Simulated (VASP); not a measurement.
# NiO (Fm-3m) in VASP: further runs

NiO is run at these levels: PBE; tasks: single point, relaxation of cell and atoms.

Everything below comes from runs of VASP 6.6.1. Logs are shortened: lines on timing, memory, paths and dates and some standing lists are left out, and cuts for length are marked.

**Measured values to compare with.**

“Local correlations, non-local screening, multiplets, and band formation in NiO”, 2012, arxiv:1210.6675 quotes, for a bulk crystal of NiO: band gap 4.3 eV.

The runs below are set against these values where they give the same quantity.

## Step 1: The cell of the first run

Symmetry: Fm-3m, No. 225, cubic system. Conventional cell: a = 4.216 Å, b = 4.216 Å, c = 4.216 Å, α = 90.00°, β = 90.00°, γ = 90.00°. Within 2.8 Å of Ni (site symmetry m-3m) lie 6 O at 2.11 Å. Within 2.8 Å of O (site symmetry m-3m) lie 6 Ni at 2.11 Å.

## Step 2: Single point, PBE, collinear spin, ferromagnetic start

Input file INCAR:

```
SYSTEM = NiO
ALGO     = Normal         ! electronic algorithm
EDIFF    = 1E-7           ! SCF threshold, eV
ENCUT    = 520            ! plane-wave cutoff, eV
GGA      = PE             ! functional
ISIF     = 2              ! what is computed and relaxed
ISMEAR   = 0              ! smearing method
ISPIN    = 2              ! spin polarisation
LASPH    = .TRUE.         ! aspherical terms in the spheres
LCHARG   = .FALSE.        ! write CHGCAR
LMAXMIX  = 4              ! l up to which the mixer works
LORBIT   = 11             ! projections on sites
LREAL    = .FALSE.        ! projectors in reciprocal space
LWAVE    = .FALSE.        ! write WAVECAR
MAGMOM   = 1.61 0.33      ! initial moments
NBANDS   = 19             ! bands
NELM     = 150            ! most SCF steps
PREC     = Accurate       ! precision mode
SIGMA    = 0.1            ! smearing width, eV
```

Input file KPOINTS:

```
k-points
0
G
  18 18 18
  0 0 0
```

Input file POSCAR:

```
NiO
1.0
    0.0000000000      2.1081898919      2.1081898919
    2.1081898919      0.0000000000      2.1081898919
    2.1081898919      2.1081898919      0.0000000000
Ni O
1 1
Direct
    0.0000000000      0.0000000000      0.0000000000
    0.5000000000      0.5000000000      0.5000000000
```

Potentials or basis: VASP PAW PBE potentials, release 64 (Ni, O).

The run is started by

```
> cat potpaw_PBE.64/Ni/POTCAR potpaw_PBE.64/O/POTCAR > POTCAR
> mpirun -np 1 vasp_std > vasp.out
```

OUTCAR:

```text
SYSTEM = NiO
   EDIFF = 1E-7
   ENCUT = 520
   GGA = PE
   ISIF = 2
   ISMEAR = 0
   ISPIN = 2
   LASPH = .TRUE.
   LORBIT = 11
   LREAL = .FALSE.
   NELM = 150
   PREC = Accurate

 ion  position               nearest neighbor table
   1  0.000  0.000  0.000-   2 2.11   2 2.11   2 2.11   2 2.11   2 2.11   2 2.11
   2  0.500  0.500  0.500-   1 2.11   1 2.11   1 2.11   1 2.11   1 2.11   1 2.11

  LATTYP: Found a face centered cubic cell.
 ALAT       =     4.2163797838

  Lattice vectors:

 A1 = (   0.0000000000,   2.1081898919,   2.1081898919)
 A2 = (   2.1081898919,   0.0000000000,   2.1081898919)
 A3 = (   2.1081898919,   2.1081898919,   0.0000000000)

Analysis of symmetry for initial positions (statically):
=====================================================================
 Subroutine PRICEL returns:
 Original cell was already a primitive cell.

 Routine SETGRP: Setting up the symmetry group for a
 face centered cubic supercell.

 Subroutine GETGRP returns: Found 48 space group operations
 (whereof 48 operations were pure point group operations)
 out of a pool of 48 trial point group operations.

The static configuration has the point symmetry O_h .

Analysis of symmetry for dynamics (positions and initial velocities):
=====================================================================
 Subroutine PRICEL returns:
 Original cell was already a primitive cell.

 Routine SETGRP: Setting up the symmetry group for a
 face centered cubic supercell.

 Subroutine GETGRP returns: Found 48 space group operations
 (whereof 48 operations were pure point group operations)
 out of a pool of 48 trial point group operations.

The dynamic configuration has the point symmetry O_h .

Analysis of structural, dynamic, and magnetic symmetry:
=====================================================================
 Subroutine PRICEL returns:
 Original cell was already a primitive cell.

 Routine SETGRP: Setting up the symmetry group for a
 face centered cubic supercell.

 Subroutine GETGRP returns: Found 48 space group operations
 (whereof 48 operations were pure point group operations)
 out of a pool of 48 trial point group operations.

The overall configuration has the point symmetry O_h .

 Subroutine INISYM returns: Found 48 space group operations
 (whereof 48 operations are pure point group operations),
 and found     1 'primitive' translations

----------------------------------------------------------------------------------------

                                     Primitive cell

  volume of cell :      18.7396

  direct lattice vectors                    reciprocal lattice vectors
     0.000000000  2.108189892  2.108189892    -0.237170286  0.237170286  0.237170286
     2.108189892  0.000000000  2.108189892     0.237170286 -0.237170286  0.237170286
     2.108189892  2.108189892  0.000000000     0.237170286  0.237170286 -0.237170286

  length of vectors
     2.981430737  2.981430737  2.981430737     0.410790986  0.410790986  0.410790986

  position of ions in fractional coordinates (direct lattice)
     0.000000000  0.000000000  0.000000000
     0.500000000  0.500000000  0.500000000

  ion indices of the primitive-cell ions
   primitive index   ion index
                 1           1
                 2           2

----------------------------------------------------------------------------------------

 KPOINTS: k-points

Automatic generation of k-mesh.
 Grid dimensions read from file:
 generate k-points for:   18   18   18

 Generating k-lattice:

  Cartesian coordinates                     Fractional coordinates (reciprocal lattice)
    -0.013176127  0.013176127  0.013176127     0.055555556  0.000000000  0.000000000
     0.013176127 -0.013176127  0.013176127     0.000000000  0.055555556  0.000000000
     0.013176127  0.013176127 -0.013176127     0.000000000  0.000000000  0.055555556

  Length of vectors
     0.022821721  0.022821721  0.022821721

  Shift w.r.t. Gamma in fractional coordinates (k-lattice)
     0.000000000  0.000000000  0.000000000

 Subroutine IBZKPT returns following result:
 ===========================================

 Found    195 irreducible k-points:

 Following reciprocal coordinates:
            Coordinates               Weight
  0.000000  0.000000  0.000000      1.000000
  0.055556  0.000000  0.000000      8.000000
  0.111111  0.000000  0.000000      8.000000
  0.166667  0.000000  0.000000      8.000000
  0.222222  0.000000  0.000000      8.000000
  0.277778  0.000000  0.000000      8.000000
[... 16 lines left out ...]
 -0.277778  0.055556  0.000000     24.000000
 -0.222222  0.055556  0.000000     24.000000
 [... further k-points ...]
   k-points           NKPTS =    195   k-points in BZ     NKDIM =    195   number of bands    NBANDS=     19
   number of dos      NEDOS =    301   number of ions     NIONS =      2
   total plane-waves  NPLWV =  13824
   dimension x,y,z NGX =    24 NGY =   24 NGZ =   24
[... 76 lines left out ...]
      3       4.3749      1.00000
      4       4.6120      1.00000
      5       4.6120      1.00000
      6       4.6120      1.00000
[... 11 lines left out ...]
     18      33.0483      0.00000
     19      33.0484      0.00000

 k-point     2 :       0.0556    0.0000    0.0000
  band No.  band energies     occupation
      1     -12.5788      1.00000
      2       3.9950      1.00000
      3       3.9950      1.00000
      4       4.2144      1.00000
      5       4.8171      1.00000
      6       4.8172      1.00000
[... 11 lines left out ...]
     18      33.5986      0.00000
     19      33.5987      0.00000

 k-point     3 :       0.1111    0.0000    0.0000
  band No.  band energies     occupation
      1     -12.4806      1.00000
      2       3.5164      1.00000
      3       3.5298      1.00000
      4       3.5298      1.00000
      5       4.8970      1.00000
      6       4.8971      1.00000
[... 434 lines left out ...]
      1     -11.8113      1.00000
      2       0.8883      1.00000
      3       2.1828      1.00000
      4       2.3996      1.00000
      5       5.2387      1.00000
      6       5.2545      1.00000
[... 11 lines left out ...]
     18      37.5435      0.00000
     19      38.5295      0.00000

 k-point    24 :      -0.2222    0.0556    0.0000
  band No.  band energies     occupation
      1     -12.0330      1.00000
      2       1.5662      1.00000
      3       2.4583      1.00000
      4       2.7675      1.00000
      5       5.0950      1.00000
      6       5.1409      1.00000
[... 11 lines left out ...]
     18      37.2150      0.00000
     19      38.2675      0.00000

 [... further k-points ...]

 spin component 2

 k-point     1 :       0.0000    0.0000    0.0000
  band No.  band energies     occupation
      1     -12.1685      1.00000
      2       5.1226      1.00000
      3       5.1226      1.00000
      4       5.1226      1.00000
      5       5.7055      1.00000
      6       5.7057      1.00000
[... 11 lines left out ...]
     18      33.6453      0.00000
     19      33.6455      0.00000

 k-point     2 :       0.0556    0.0000    0.0000
  band No.  band energies     occupation
      1     -12.1339      1.00000
      2       4.7532      1.00000
      3       4.9517      1.00000
      4       4.9517      1.00000
      5       5.7640      1.00000
      6       5.7642      1.00000
[... 11 lines left out ...]
     18      34.1879      0.00000
     19      34.1881      0.00000

 k-point     3 :       0.1111    0.0000    0.0000
  band No.  band energies     occupation
      1     -12.0327      1.00000
      2       4.0275      1.00000
      3       4.5973      1.00000
      4       4.5973      1.00000
      5       5.8646      1.00000
      6       5.8648      1.00000
[... 434 lines left out ...]
      1     -11.3400      1.00000
      2       1.3246      1.00000
      3       3.3554      1.00000
      4       3.4154      1.00000
      5       6.1922      1.00000
      6       6.3585      1.00000
[... 11 lines left out ...]
     18      37.9946      0.00000
     19      39.0685      0.00000

 k-point    24 :      -0.2222    0.0556    0.0000
  band No.  band energies     occupation
      1     -11.5700      1.00000
      2       2.0458      1.00000
      3       3.6442      1.00000
      4       3.7285      1.00000
      5       6.0522      1.00000
      6       6.2592      1.00000
[... 11 lines left out ...]
     18      37.7447      0.00000
     19      38.8661      0.00000

 [... further k-points ...]

------------------------ aborting loop because EDIFF is reached ----------------------------------------

  FORCE on cell =-STRESS in cart. coord.  units (eV):
  Direction    XX          YY          ZZ          XY          YZ          ZX
  --------------------------------------------------------------------------------------
  -------------------------------------------------------------------------------------
  Total       -0.0467459     -0.0467459     -0.0467459      0.0000000     -0.0000000      0.0000000
  in kB       -3.9966428     -3.9966428     -3.9966428      0.0000000     -0.0000000      0.0000000
  external PRESSURE =      -3.9966428 kB  Pullay stress =       0.0000000 kB

 VOLUME and BASIS-vectors are now :
 -----------------------------------------------------------------------------
  energy-cutoff  :      520.00
  volume of cell :       18.74
      direct lattice vectors                 reciprocal lattice vectors
     0.000000000  2.108189892  2.108189892    -0.237170286  0.237170286  0.237170286
     2.108189892  0.000000000  2.108189892     0.237170286 -0.237170286  0.237170286
     2.108189892  2.108189892  0.000000000     0.237170286  0.237170286 -0.237170286

 POSITION                                       TOTAL-FORCE (eV/Angst)
 -----------------------------------------------------------------------------------
      0.00000      0.00000      0.00000         0.000000      0.000000     -0.000000
      2.10819      2.10819      2.10819         0.000000     -0.000000      0.000000
 -----------------------------------------------------------------------------------
    total drift:                                0.000000     -0.000000     -0.000000

  FREE ENERGIE OF THE ION-ELECTRON SYSTEM (eV)
  ---------------------------------------------------
  free  energy   TOTEN  =       -11.4819024563 eV

  energy  without entropy=      -11.4759300276  energy(sigma->0) =      -11.47891624

 total charge

# of ion       s       p       d       tot
------------------------------------------
    1        0.323   0.383   8.227   8.934
    2        1.557   3.409   0.000   4.966
--------------------------------------------------
tot          1.880   3.793   8.227  13.900

 magnetization (x)

# of ion       s       p       d       tot
------------------------------------------
    1        0.011   0.015   1.428   1.454
    2        0.027   0.243   0.000   0.271
--------------------------------------------------
tot          0.038   0.258   1.428   1.725
```

It took 1.8 min on 1 thread of AMD EPYC 9R14 (Zen 4), shared host; peak memory 0.2 GiB.

What came out:

```yaml
Free_energy: -11.4819 eV
Pressure: -0.4 GPa
Net_moment: 1.77 μB per cell
Site_moments: Ni +1.45; O +0.27 μB
Valence_electrons_inside_the_program's_atomic_spheres: Ni 8.93; O 4.97
```

Caveat: a cell with one magnetic atom can't hold antiferromagnetic order, which such compounds often take; semilocal functionals often make such compounds metallic where correlation or magnetic order opens a gap, which also shifts bond lengths.

## Step 3: Single point, PBE, collinear spin, ferromagnetic start

Input file INCAR:

```
SYSTEM = NiO
PREC = Accurate
ENCUT = 520
EDIFF = 1E-6
ISMEAR = 0
SIGMA = 0.15
LREAL = .False.
LASPH = .True.
NELM = 150
ALGO = Normal
ISIF = 2
LWAVE = .False.
LCHARG = .False.
ISPIN = 2
MAGMOM = 1.6 0.32
LORBIT = 11
LMAXMIX = 4
GGA = PE
NBANDS = 19
```

Input file KPOINTS:

```
regular mesh
0
Gamma
  24 24 24
  0 0 0
```

POSCAR is that of step 2.

Potentials or basis: VASP PAW PBE potentials, release 64 (Ni, O).

The run is started by

```
> cat potpaw_PBE.64/Ni/POTCAR potpaw_PBE.64/O/POTCAR > POTCAR
> mpirun -np 1 vasp_std > vasp.out
```

Run time: 3.4 min. Hardware: 1 thread of AMD EPYC 9R14 (Zen 4), shared host; peak memory 0.3 GiB.

Results (log left out):

```
Free energy                                           : -11.4856 eV
Pressure                                              : -0.6 GPa
Net moment                                            : 1.76 μB per cell
Site moments                                          : Ni +1.45; O +0.27 μB
Valence electrons inside the program's atomic spheres : Ni 8.94; O 4.96
```

Levels at points of the mesh, in eV from the Fermi level:
Spin up:
| k point | band 5 | band 6 | band 7 | band 8 | band 9 | band 10 | band 11 | band 12 | band 13 | band 14 |
| --- | --- | --- | --- | --- | --- | --- | --- | --- | --- | --- |
| (0.00, 0.00, 0.00) | -2.87 | -2.87 | -2.59 | -2.59 | -2.59 | 1.39 | 17.77 | 18.72 | 18.72 | 18.72 |
| (0.50, 0.00, 0.00) | -1.94 | -1.94 | -1.42 | 0.24 | 0.24 | 5.55 | 9.70 | 13.83 | 13.83 | 20.94 |
| (0.50, 0.50, 0.00) | -3.40 | -2.77 | -2.27 | -1.64 | -1.64 | 5.96 | 10.39 | 12.11 | 16.28 | 16.28 |
Spin down:
| k point | band 4 | band 5 | band 6 | band 7 | band 8 | band 9 | band 10 | band 11 |
| --- | --- | --- | --- | --- | --- | --- | --- | --- |
| (0.00, 0.00, 0.00) | -2.36 | -1.77 | -1.77 | -1.77 | -0.54 | -0.54 | 1.74 | 17.71 |
| (0.50, 0.00, 0.00) | -4.60 | -0.92 | -0.92 | -0.56 | 2.17 | 2.17 | 5.71 | 10.22 |
| (0.50, 0.50, 0.00) | -3.67 | -2.69 | -0.74 | -0.74 | -0.14 | 0.35 | 6.41 | 10.74 |

Caveat: a cell with one magnetic atom can't hold antiferromagnetic order, which such compounds often take; semilocal functionals often make such compounds metallic where correlation or magnetic order opens a gap, which also shifts bond lengths.

## Step 4: Relaxation of cell and atoms, PBE, collinear spin, ferromagnetic start

This run uses another cell than the first one, of 9.15 Å³/atom.

Input file INCAR:

```
SYSTEM = NiO
PREC = Accurate
ENCUT = 600
EDIFF = 1E-6
ISMEAR = 0
SIGMA = 0.1
LREAL = .FALSE.
LASPH = .TRUE.
NELM = 150
ALGO = Normal
ISIF = 3
LWAVE = .FALSE.
LCHARG = .FALSE.
ISPIN = 2
MAGMOM = 1.61 0.33
LORBIT = 11
LMAXMIX = 4
GGA = PE
IBRION = 2
NSW = 100
EDIFFG = -0.005
```

Input file KPOINTS:

```
regular mesh
0
G
  18 18 18
  0 0 0
```

Input file POSCAR:

```
NiO
1.0
    0.0000000000      2.0913100000      2.0913100000
    2.0913100000      0.0000000000      2.0913100000
    2.0913100000      2.0913100000      0.0000000000
Ni O
1 1
Direct
    0.0000000000      0.0000000000      0.0000000000
    0.5000000000      0.5000000000      0.5000000000
```

The run is started by

```
> cat potpaw_PBE.64/Ni/POTCAR potpaw_PBE.64/O/POTCAR > POTCAR
> mpirun -np 1 vasp_std > vasp.out
```

Wall time 2.5 min (1 thread of AMD EPYC 9R14 (Zen 4), shared host); peak memory 0.19 GiB.

The run converged. Its results:

| Quantity | Value |
| --- | --- |
| Free energy | -11.4828 eV |
| Relaxed volume | 9.34 Å³/atom |
| Relaxed cell | a = 2.978 Å, b = 2.978 Å, c = 2.978 Å, α = 60.00°, β = 60.00°, γ = 60.00° |
| Space group after relaxing (to 0.1 Å) | Fm-3m (No. 225) |
| Energy gained by relaxing | 2.0 meV/atom |
| Ionic steps | 3 |
| Pressure after relaxing | -0.1 GPa |
| Net moment | 1.76 μB per cell |
| Site moments | Ni +1.45; O +0.27 μB |
| Valence electrons inside the program's atomic spheres | Ni 8.94; O 4.97 |

Step by step:
| step | energy change (eV) | largest force (eV/Å) | pressure (GPa) | volume (Å³) |
| --- | --- | --- | --- | --- |
| 1 | 0.0000 | 0.0000 | 3.45 | 18.29 |
| 2 | -0.0034 | 0.0000 | -1.33 | 18.82 |
| 3 | -0.0041 | 0.0000 | -0.07 | 18.67 |

Final structure:
```xyz
2
Lattice="0.0000 2.1056 2.1056 2.1056 0.0000 2.1056 2.1056 2.1056 0.0000" Properties=species:S:1:pos:R:3 pbc="T T T"
Ni    0.0000    0.0000    0.0000
O     2.1056    2.1056    2.1056
```

Levels at points of the mesh, in eV from the Fermi level:
Spin up:
```csv
k point,band 7,band 8,band 9,band 10,band 11,band 12
"(0.00, 0.00, 0.00)",-2.60,-2.60,-2.60,1.40,17.78,18.74
"(0.50, 0.00, 0.00)",-1.42,0.24,0.24,5.55,9.73,13.85
"(0.50, 0.50, 0.00)",-2.28,-1.65,-1.65,5.98,10.41,12.12
```
Spin down:
| k point | band 5 | band 6 | band 7 | band 8 | band 9 | band 10 |
| --- | --- | --- | --- | --- | --- | --- |
| (0.00, 0.00, 0.00) | -1.79 | -1.78 | -1.78 | -0.55 | -0.55 | 1.75 |
| (0.50, 0.00, 0.00) | -0.93 | -0.93 | -0.57 | 2.17 | 2.17 | 5.72 |
| (0.50, 0.50, 0.00) | -2.71 | -0.75 | -0.75 | -0.14 | 0.35 | 6.43 |

Caveat: a cell with one magnetic atom can't hold antiferromagnetic order, which such compounds often take; semilocal functionals often make such compounds metallic where correlation or magnetic order opens a gap, which also shifts bond lengths.

## Step 5: Summary

| task | cell | k mesh | cutoff (eV) | smearing | gap on the mesh (eV) | pressure (GPa) | moment (μB) |
| --- | --- | --- | --- | --- | --- | --- | --- |
| single point | a = 2.981 Å, angles 60.0°, 2 atoms | 18 × 18 × 18 | 520 | gaussian 0.1 eV | none | -0.4 | 1.77 |
| single point | a = 2.981 Å, angles 60.0°, 2 atoms | 24 × 24 × 24 | 520 | gaussian 0.15 eV | none | -0.6 | 1.76 |
| relaxation of cell and atoms | relaxed from a = 2.958 Å, angles 60.0°, 2 atoms | 18 × 18 × 18 | 600 | gaussian 0.1 eV | none | -0.1 | 1.76 |

Alike in all rows: level PBE; potentials or basis VASP PAW PBE potentials, release 64 (Ni, O); spin collinear, ferromagnetic start.

Caveats: a cell with one magnetic atom can't hold antiferromagnetic order, which such compounds often take; semilocal functionals often make such compounds metallic where correlation or magnetic order opens a gap, which also shifts bond lengths.

Absolute energies hang on the potentials; compare differences alone.

## Step 6: How close it comes

Step 2. A measured gap of NiO is 4.3 eV (quoted in “Local correlations, non-local screening, multiplets, and band formation in NiO”, 2012, arxiv:1210.6675); the calculated 0.00 eV misses it by -4.30 eV. So large a miss can be the level of theory's own, or it may mean another phase, state or a wrong row. The value is that of PBE on a finite k mesh, which can miss the band edges, without temperature or zero-point motion. Semilocal functionals fall short of measured gaps as a rule. The run's magnetic order (collinear spin, ferromagnetic start) needn't be the measured crystal's.

Step 3. Against the measured gap of NiO, 4.3 eV (quoted in “Local correlations, non-local screening, multiplets, and band formation in NiO”, 2012, arxiv:1210.6675), the calculated 0.00 eV is off by -4.30 eV. So large a miss can be the level of theory's own, or it may mean another phase, state or a wrong row. The value is that of PBE on a finite k mesh, which can miss the band edges, without temperature or zero-point motion. Semilocal functionals fall short of measured gaps as a rule. The run's magnetic order (collinear spin, ferromagnetic start) needn't be the measured crystal's.
